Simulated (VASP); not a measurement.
## SiC: single point with PBE

Crystal: SiC.

```xyz
8
Lattice="3.0810 0.0000 0.0000 -1.5405 2.6682 0.0000 0.0000 0.0000 10.0850" Properties=species:S:1:pos:R:3 pbc="T T T"
Si    1.5405    0.8894    9.4581
Si    0.0000    1.7788    4.4156
Si    0.0000    0.0000    6.9374
Si    0.0000    0.0000    1.8949
C     1.5405    0.8894    7.5618
C     0.0000    1.7788    2.5193
C     0.0000    0.0000    5.0471
C     0.0000    0.0000    0.0046
```

```yaml
Program: VASP 6.6.1
Task: single point
Functional: PBE
Potentials_or_basis: VASP PAW PBE potentials, release 64 (Si, C)
Cutoff: 600 eV
k_mesh: 12 × 12 × 4
Occupations: gaussian, width 0.02 eV
Spin: no spin polarisation
```

```yaml
Pressure: 2.6 GPa
Largest_force: 0.005 eV/Å
Band_gap_on_the_k_mesh: 2.23 eV, indirect (least direct gap 3.35 eV)
```

Forces in eV/Å, atoms in the order of the input:
```
Si   0.000  0.000 -0.001
Si   0.000  0.000 -0.001
Si   0.000  0.000  0.004
Si   0.000  0.000  0.004
C    0.000  0.000  0.002
C    0.000  0.000  0.002
C    0.000  0.000 -0.005
C    0.000  0.000 -0.005
```

Levels at points of the mesh, in eV from the valence-band top:
```csv
k point,band 14,band 15,band 16,band 17,band 18,band 19
"(0.00, 0.00, 0.00)",-0.05,0.00,0.00,5.07,5.65,6.27
"(0.50, 0.00, 0.00)",-2.21,-1.57,-1.12,2.23,2.35,4.22
"(0.00, 0.00, 0.50)",-0.21,-0.21,-0.21,5.28,5.28,6.74
"(0.50, 0.00, 0.50)",-2.49,-1.55,-1.55,2.64,2.64,4.21
```

Wall time 2.6 min on 1 thread of Intel(R) Xeon(R) Platinum 8488C (Sapphire Rapids) (shared host), peak memory 0.29 GiB.

A k mesh can miss the band edges.
